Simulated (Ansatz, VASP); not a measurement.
**Re3BiN: VASP beside Ansatz**

The input INCAR:

```
SYSTEM = Re3BiN
ALGO     = Normal         ! electronic algorithm
EDIFF    = 1E-6           ! SCF threshold, eV
ENCUT    = 600            ! plane-wave cutoff, eV
GGA      = PS             ! functional
GGA_COMPAT= .False.      
ISIF     = 2              ! what is computed and relaxed
ISMEAR   = -1             ! smearing method
LASPH    = .True.         ! aspherical terms in the spheres
LCHARG   = .True.         ! write CHGCAR
LELF     = .True.         ! ELF
LREAL    = .False.        ! projectors in reciprocal space
LVHAR    = .True.       
LWAVE    = .False.        ! write WAVECAR
NBANDS   = 76             ! bands
NELM     = 120            ! most SCF steps
PREC     = Accurate       ! precision mode
SIGMA    = 0.1            ! smearing width, eV
```

The input KPOINTS:

```
k-points
0
Gamma
  7 7 7
  0 0 0
```

POSCAR

```
Re3BiN
1.0
    5.9811101900      0.0000000000      0.0000000000
   -2.9905555900      5.1798033600      0.0000000000
   -2.9905555900      1.7266007900      4.9615836400
Bi N Re
2 2 6
Direct
    0.0000000000      0.0000000000      0.0000000000
    0.5000000000      0.5000000000      0.5000000000
    0.2228800000      0.7771200000      0.6686400000
    0.7228800000      0.2771200000      0.1686400000
    0.4056400000      0.0615600000      0.8663200000
    0.9384400000      0.4777600000      0.8663200000
    0.5222400000      0.5943600000      0.8663200000
    0.4384400000      0.0943600000      0.3663200000
    0.0222400000      0.5615600000      0.3663200000
    0.9056400000      0.9777600000      0.3663200000
```

Input for Ansatz:

```yaml
crystal:
  lattice:
    - [5.98111019, 0.0, 0.0]
    - [-2.99055559, 5.17980336, 0.0]
    - [-2.99055559, 1.72660079, 4.96158364]
  atoms:
    - { symbol: Bi, position: [0.0, 0.0, 0.0] }
    - { symbol: Bi, position: [0.5, 0.5, 0.5] }
    - { symbol: "N", position: [0.22288, 0.77712, 0.66864] }
    - { symbol: "N", position: [0.72288, 0.27712, 0.16864] }
    - { symbol: Re, position: [0.40564, 0.06156, 0.86632] }
    - { symbol: Re, position: [0.93844, 0.47776, 0.86632] }
    - { symbol: Re, position: [0.52224, 0.59436, 0.86632] }
    - { symbol: Re, position: [0.43844, 0.09436, 0.36632] }
    - { symbol: Re, position: [0.02224, 0.56156, 0.36632] }
    - { symbol: Re, position: [0.90564, 0.97776, 0.36632] }
  symmetry: { tolerance: 0.0003 }
kpoints:
  mp_grid: { grid: [7, 7, 7], shift: [0, 0, 0] }
  band_path:
    path:
      - [0.0, 0.0, 0.0]
      - [0.0, 0.0, -0.5]
      - [-0.25260029, -0.25260029, -0.5]
      - [-0.25260029, -0.49479941, -0.24739971]
      - [-0.5, 0.0, 0.0]
      - [0.0, 0.0, 0.0]
      - [-0.37369985, -0.37369985, 0.0]
      - [-0.25260029, -0.37369985, -0.37369985]
      - [0.0, -0.5, -0.5]
      - [0.0, 0.0, 0.0]
    npoints: 6
magnetization:
  spin_polarized: false
scf:
  occupations: { method: fermi_dirac }
  lower_state_search: "off"
  max_iter: 200
hamiltonian:
  pseudopotentials: { kind: paw }
  xc: pbesol
basis:
  ecutwfc: 420
  fft_grid_basis: typed
output:
  forces: true
  stress: true
  eigenvalues: true
  bader: true
  populations: true
  elf: true
  write_potential: true
  volumetric_format: npy
  dos:
    e_range: [-12, 8]
    de: 0.05
    projected: { site_lists: { Bi: [Bi], "N": ["N"], Re: [Re] } }
checkpoint:
  read: saved_state
```

Alike in both runs: task single point; functional PBEsol; k mesh 7 × 7 × 7; no spin polarisation.

|  | VASP | Ansatz |
| --- | --- | --- |
| version | VASP 6.6.1 | Ansatz 0.2.0 |
| potentials or method | VASP PAW PBE potentials, release 64 (Bi_d, N, Re_sv_GW), cutoff 600 eV | PAW plane waves |
| occupations | fermi-dirac, width 0.1 eV | fermi-dirac |
| valence electrons in the cell | 130 | 130 |

```csv
,VASP,Ansatz,Ansatz less VASP
pressure (GPa),4.3,4.7,+0.42
"traceless stress, the component that is largest in VASP (GPa)",10.32,10.35,+0.027
rms of the force components (eV/Å),2.998,3.004,+0.0057
```

VASP's potentials were made for PBE, not for PBEsol. Atom by atom the forces differ by 0.007 eV/Å (rms over components). Ansatz's warnings: structure snapped to symmetry.

Spin-orbit coupling is off throughout.
